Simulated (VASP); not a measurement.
Here is a VASP 6.6.1 calculation.

Contents of INCAR:

```
SYSTEM = HfSiO4
  PREC = Accurate
  ENCUT = 520
  EDIFF = 1E-6
  ISMEAR = -1
  SIGMA = 0.02
  LREAL = .False.
  LASPH = .True.
  NELM = 100
  ALGO = Normal
  ISIF = 2
  LWAVE = .False.
  LCHARG = .True.
  GGA = PE
  LELF = .True.
  LVHAR = .True.
  NBANDS = 50
```

Contents of KPOINTS:

```
regular mesh
0
Gamma
  6 6 6
  0 0 0
```

File POSCAR:

```
HfSiO4
1.0
    4.5996333747      0.0000000000      0.0991799474
    0.0000000000      5.0918150055      0.0000000000
    0.1027289893      0.0000000000      5.2936773285
Hf Si O
2 2 8
Direct
    0.2239247737      0.2219831542      0.0893877015
    0.7760752263      0.7219831542      0.9106122985
    0.3033393262      0.7448363798      0.4143713555
    0.6966606738      0.2448363798      0.5856286445
   -0.0469234229      0.3223398915      0.3731099684
    0.0639219921      0.8489808366      0.1606093220
    0.4994288810      0.5322447639      0.6239662380
    0.5401526416      1.0556149738      0.8286867032
    0.5005711190      1.0322447639      0.3760337620
    0.4598473584      0.5556149738      0.1713132968
    0.9360780079      0.3489808366      0.8393906780
    1.0469234229      0.8223398915      0.6268900316
```

Potentials or basis: VASP PAW PBE potentials, release 64 (Hf_pv, Si, O).

Command:

```sh
$ cat potpaw_PBE.64/Hf_pv/POTCAR potpaw_PBE.64/Si/POTCAR potpaw_PBE.64/O/POTCAR > POTCAR
$ mpirun -np 1 vasp_std > vasp.out
```

Q: What does it give for the largest force?

A: 0.413 eV/Å.

Q: Predict the band gap on the k mesh.

A: 3.63 eV, indirect (least direct gap 3.89 eV).

Q: Estimate the pressure.

A: 5.0 GPa.

Stress tensor (GPa, compression positive):
```
 4.92  0.00 -0.60
 0.00  4.60  0.00
-0.60  0.00  5.33
```

Caveat: spin-orbit coupling is left out, which moves the levels of the heavy elements. A k mesh can miss the band edges.
